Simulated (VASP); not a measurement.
# Cs (C2/c) in VASP: single point with PBE

Aim: the single point of Cs with PBE.

Everything below comes from runs of VASP 6.6.1. Logs are shortened: lines on timing, memory, paths and dates and some standing lists are left out, and cuts for length are marked.

### Step 1. The cell of the first run

Symmetry: C2/c, No. 15, monoclinic system. Conventional cell: a = 5.235 Å, b = 13.634 Å, c = 7.320 Å, α = 90.00°, β = 110.60°, γ = 90.00°.

### Step 2. Single point, PBE

INCAR

```
  PREC = Accurate
  ENCUT = 520
  EDIFF = 1E-6
  ISMEAR = -1
  SIGMA = 0.1
  LREAL = False
  LASPH = True
  NELM = 100
  ALGO = Normal
  ISIF = 2
  LWAVE = False
  LCHARG = False
  GGA = PE
  NBANDS = 16
  ISYM = 0
```

KPOINTS

```
Automatic mesh
0
Gamma
  7 7 5
```

POSCAR

```
Cs
1.0
   -4.8258503708      4.8145658275      2.6172464093
    4.8145658275     -4.8258503708      2.6172464093
    4.8509834061      4.8509834061     -2.6379140711
Cs
2
Direct
    0.9998179965      0.0001820035      0.0000000000
    0.7501820035      0.2498179965      0.5000000000
```

Potentials or basis: VASP PAW PBE potentials, release 64 (Cs_sv).

The run is started by

```
cat potpaw_PBE.64/Cs_sv/POTCAR > POTCAR
mpirun -np 1 vasp_std > vasp.out
```

OUTCAR:

```text
PREC = Accurate
   ENCUT = 520
   EDIFF = 1E-6
   ISMEAR = -1
   LREAL = False
   LASPH = True
   NELM = 100
   ISIF = 2
   GGA = PE
   ISYM = 0

 ion  position               nearest neighbor table
   1  1.000  0.000  0.000-
   2  0.750  0.250  0.500-

IMPORTANT INFORMATION: All symmetrisations will be switched off!
NOSYMM: (Re-)initialisation of all symmetry stuff for point group C_1.

----------------------------------------------------------------------------------------

                                     Primitive cell

  volume of cell :     244.5067

  direct lattice vectors                    reciprocal lattice vectors
    -4.825850371  4.814565828  2.617246409     0.000138891  0.103868852  0.191264696
     4.814565828 -4.825850371  2.617246409     0.103868852  0.000138891  0.191264696
     4.850983406  4.850983406 -2.637914071     0.103192858  0.103192858  0.000444927

  length of vectors
     7.301976080  7.301976080  7.350011609     0.217648666  0.217648666  0.145937417

  position of ions in fractional coordinates (direct lattice)
     0.999817996  0.000182004  1.000000000
     0.750182004  0.249817996  0.500000000

  ion indices of the primitive-cell ions
   primitive index   ion index
                 1           1
                 2           2

----------------------------------------------------------------------------------------

 KPOINTS: Automatic mesh

Automatic generation of k-mesh.
 Grid dimensions read from file:
 generate k-points for:    7    7    5

 Generating k-lattice:

  Cartesian coordinates                     Fractional coordinates (reciprocal lattice)
     0.000019842  0.014838407  0.027323528     0.142857143 -0.000000000  0.000000000
     0.014838407  0.000019842  0.027323528    -0.000000000  0.142857143  0.000000000
     0.020638572  0.020638572  0.000088985     0.000000000  0.000000000  0.200000000

  Length of vectors
     0.031092667  0.031092667  0.029187483

  Shift w.r.t. Gamma in fractional coordinates (k-lattice)
     0.000000000  0.000000000  0.000000000

 Subroutine IBZKPT returns following result:
 ===========================================

 Found    123 irreducible k-points:

 Following reciprocal coordinates:
            Coordinates               Weight
  0.000000  0.000000  0.000000      1.000000
  0.142857  0.000000 -0.000000      2.000000
 -0.000000 -0.142857  0.000000      2.000000
  0.285714  0.000000 -0.000000      2.000000
 -0.000000 -0.285714  0.000000      2.000000
  0.428571  0.000000  0.000000      2.000000
[... 16 lines left out ...]
 -0.285714  0.285714  0.000000      2.000000
  0.428571  0.428571 -0.000000      2.000000
 [... further k-points ...]
   k-points           NKPTS =    123   k-points in BZ     NKDIM =    123   number of bands    NBANDS=     16
   number of dos      NEDOS =    301   number of ions     NIONS =      2
   total plane-waves  NPLWV = 163296
   dimension x,y,z NGX =    54 NGY =   54 NGZ =   56
   dimension x,y,z NGXF=   108 NGYF=  108 NGZF=  112
   ions per type =               2
   NGX,Y,Z   is equivalent  to a cutoff of  12.29, 12.29, 12.67 a.u.
   NGXF,Y,Z  is equivalent  to a cutoff of  24.59, 24.59, 25.33 a.u.
 SYSTEM =  unknown system
   PREC   = accura    normal or accurate (medium, high low for compatibility)
   ISTART =      0    job   : 0-new  1-cont  2-samecut
   ICHARG =      2    charge: 1-file 2-atom 10-const
   ISPIN  =      1    spin polarized calculation?
   LNONCOLLINEAR =      F non collinear calculations
   LSORBIT =      F    spin-orbit coupling
   LASPH  =      T    aspherical Exc in radial PAW
   ENCUT  =  520.0 eV  38.22 Ry    6.18 a.u.  13.58 13.58 13.67*2*pi/ulx,y,z
   NELM   =    100;   NELMIN=  2; NELMDL= -5     # of ELM steps
   EDIFF  = 0.1E-05   stopping-criterion for ELM
   LREAL  =      F    real-space projection
   EDIFFG = 0.1E-04   stopping-criterion for IOM
   NSW    =      0    number of steps for IOM
   IBRION =     -1    ionic relax: 0-MD 1-quasi-New 2-CG
   NFREE  =      0    steps in history (QN), initial steepest desc. (CG)
   ISIF   =      2    stress and relaxation
   ISYM   =      0    0-nonsym 1-usesym 2-fastsym
   POTIM  = 0.5000    time-step for ionic-motion
   TEBEG  =    0.0;   TEEND  =   0.0 temperature during run
   PSTRESS=    0.0 pullay stress
   NELECT =      18.0000    total number of electrons
   NUPDOWN=      -1.0000    fix difference up-down
   EMIN   =  10.00;   EMAX   =-10.00  energy-range for DOS
   EFERMI =   0.00;   METHOD = LEGACY
   ISMEAR =    -1;   SIGMA  =   0.10  broadening in eV -4-tet -1-fermi 0-gaus
   EFERMI_NEDOS =   21; number of points for ismear=-14 and -15
   IALGO  =     38    algorithm
   IMIX   =      4    mixing-type and parameters
     AMIX     =   0.40;   BMIX     =  1.00
     AMIX_MAG =   1.60;   BMIX_MAG =  1.00
  volume/ion in A,a.u.               =     122.25       825.01
  Fermi-wavevector in a.u.,A,eV,Ry     =   0.686123  1.296585  6.405147  0.470765
  Thomas-Fermi vector in A             =   1.766261
   LORBIT       =      0    0 simple, 1 ext, 2 COOP (PROOUT), +10 PAW based schemes
   GGA     = PE    functional components
   LHFCALC =     F    Hartree Fock is set to
   AEXX    =    0.0000 exact exchange contribution
   IVDW    =     0    specifies the selected vdW correction
   LEPSILON=     F    determine dielectric tensor
   LRPA    =     F    only Hartree local field effects (RPA)
 non-spin polarized calculation
  energy-cutoff  :      520.00
  volume of cell :      244.51
 maximum number of plane-waves:      6617
   NGX = 27   NGY = 27   NGZ = 27

 number of electron      18.0000002 magnetization

 Free energy of the ion-electron system (eV)
  ---------------------------------------------------
  ext. energy  EPLUGINS =         0.00000000
  ---------------------------------------------------
  free energy    TOTEN  =        -1.62929602 eV

  energy without entropy =       -1.55245561  energy(sigma->0) =       -1.59087582

 E-fermi :   0.3173     XC(G=0):  -5.2497

 val. band max:        0.3165340479   @ k =   0.4286   0.2857  -0.2000
 cond. band min:       0.3414566937   @ k =   0.2857   0.1429   0.4000
 fundamental gap:      0.0249226458
 Fermi energy:         0.3173163485

 k-point     1 :       0.0000    0.0000    0.0000
  band No.  band energies     occupation
      1     -23.6624      2.00000
      2     -23.6488      2.00000
      3     -10.5342      2.00000
      4     -10.5327      2.00000
      5     -10.4024      2.00000
      6     -10.4004      2.00000
[... 8 lines left out ...]
     15       2.5303      0.00000
     16       3.4429      0.00000

 k-point     2 :       0.1429    0.0000   -0.0000
  band No.  band energies     occupation
      1     -23.6612      2.00000
      2     -23.6487      2.00000
      3     -10.5318      2.00000
      4     -10.5241      2.00000
      5     -10.4249      2.00000
      6     -10.4211      2.00000
[... 8 lines left out ...]
     15       2.4563      0.00000
     16       2.9420      0.00000

 k-point     3 :      -0.0000   -0.1429    0.0000
  band No.  band energies     occupation
      1     -23.6612      2.00000
      2     -23.6487      2.00000
      3     -10.5318      2.00000
      4     -10.5241      2.00000
      5     -10.4249      2.00000
      6     -10.4211      2.00000
[... 8 lines left out ...]
     15       2.4563      0.00000
     16       2.9421      0.00000

 k-point     4 :       0.2857    0.0000   -0.0000
  band No.  band energies     occupation
      1     -23.6582      2.00000
      2     -23.6486      2.00000
      3     -10.5277      2.00000
      4     -10.5074      2.00000
      5     -10.4722      2.00000
      6     -10.4585      2.00000
[... 8 lines left out ...]
     15       2.4634      0.00000
     16       2.7483      0.00000

 k-point     5 :      -0.0000   -0.2857    0.0000
  band No.  band energies     occupation
      1     -23.6582      2.00000
      2     -23.6486      2.00000
      3     -10.5277      2.00000
      4     -10.5074      2.00000
      5     -10.4722      2.00000
      6     -10.4585      2.00000
[... 8 lines left out ...]
     15       2.4634      0.00000
     16       2.7485      0.00000

 k-point     6 :       0.4286    0.0000    0.0000
  band No.  band energies     occupation
      1     -23.6556      2.00000
      2     -23.6488      2.00000
      3     -10.5245      2.00000
      4     -10.5201      2.00000
      5     -10.5061      2.00000
      6     -10.4579      2.00000
[... 8 lines left out ...]
     15       2.5853      0.00000
     16       2.6813      0.00000
[... 267 lines left out ...]
 k-point    21 :      -0.4286    0.2857    0.0000
  band No.  band energies     occupation
      1     -23.6577      2.00000
      2     -23.6521      2.00000
      3     -10.5137      2.00000
      4     -10.4832      2.00000
      5     -10.4635      2.00000
      6     -10.4315      2.00000
[... 8 lines left out ...]
     15       2.5404      0.00000
     16       3.1305      0.00000

 k-point    22 :      -0.2857    0.4286    0.0000
  band No.  band energies     occupation
      1     -23.6577      2.00000
      2     -23.6521      2.00000
      3     -10.5137      2.00000
      4     -10.4832      2.00000
      5     -10.4635      2.00000
      6     -10.4315      2.00000
[... 8 lines left out ...]
     15       2.5404      0.00000
     16       3.1307      0.00000

 k-point    23 :      -0.2857    0.2857    0.0000
  band No.  band energies     occupation
      1     -23.6598      2.00000
      2     -23.6514      2.00000
      3     -10.5121      2.00000
      4     -10.5105      2.00000
      5     -10.4350      2.00000
      6     -10.4261      2.00000
[... 8 lines left out ...]
     15       2.5874      0.00000
     16       3.4450      0.00000

 k-point    24 :       0.4286    0.4286   -0.0000
  band No.  band energies     occupation
      1     -23.6552      2.00000
      2     -23.6547      2.00000
      3     -10.4939      2.00000
      4     -10.4873      2.00000
      5     -10.4618      2.00000
      6     -10.4502      2.00000
[... 8 lines left out ...]
     15       2.5973      0.00000
     16       2.7689      0.00000

 [... further k-points ...]

------------------------ aborting loop because EDIFF is reached ----------------------------------------

  FORCE on cell =-STRESS in cart. coord.  units (eV):
  Direction    XX          YY          ZZ          XY          YZ          ZX
  --------------------------------------------------------------------------------------
  -------------------------------------------------------------------------------------
  Total       -0.0050690     -0.0050741     -0.0111333      0.0130510     -0.0091039     -0.0090987
  in kB       -0.0332159     -0.0332489     -0.0729528      0.0855193     -0.0596548     -0.0596210
  external PRESSURE =      -0.0464726 kB  Pullay stress =       0.0000000 kB

 VOLUME and BASIS-vectors are now :
 -----------------------------------------------------------------------------
  energy-cutoff  :      520.00
  volume of cell :      244.51
      direct lattice vectors                 reciprocal lattice vectors
    -4.825850371  4.814565828  2.617246409     0.000138891  0.103868852  0.191264696
     4.814565828 -4.825850371  2.617246409     0.103868852  0.000138891  0.191264696
     4.850983406  4.850983406 -2.637914071     0.103192858  0.103192858  0.000444927

 POSITION                                       TOTAL-FORCE (eV/Angst)
 -----------------------------------------------------------------------------------
     -4.82410      4.81281      2.61725         0.000321     -0.000325     -0.000009
      0.00799      4.83171      1.29829        -0.000321      0.000325      0.000009
 -----------------------------------------------------------------------------------
    total drift:                               -0.000001     -0.000003      0.000011

  FREE ENERGIE OF THE ION-ELECTRON SYSTEM (eV)
  ---------------------------------------------------
  free  energy   TOTEN  =        -1.6292960245 eV

  energy  without entropy=       -1.5524556074  energy(sigma->0) =       -1.59087582
```

Wall time 6.3 min (1 thread of Intel Xeon Platinum 8375C at 2.90GHz (Ice Lake), shared host); peak memory 0.62 GiB.

Results:

- Free energy: -1.6293 eV
- Pressure: 0.0 GPa
- Band gap on the k mesh: zero (bands 9 and 10 overlap by 0.80 eV)

Caveat: spin-orbit coupling is left out, which moves the levels of the heavy elements.
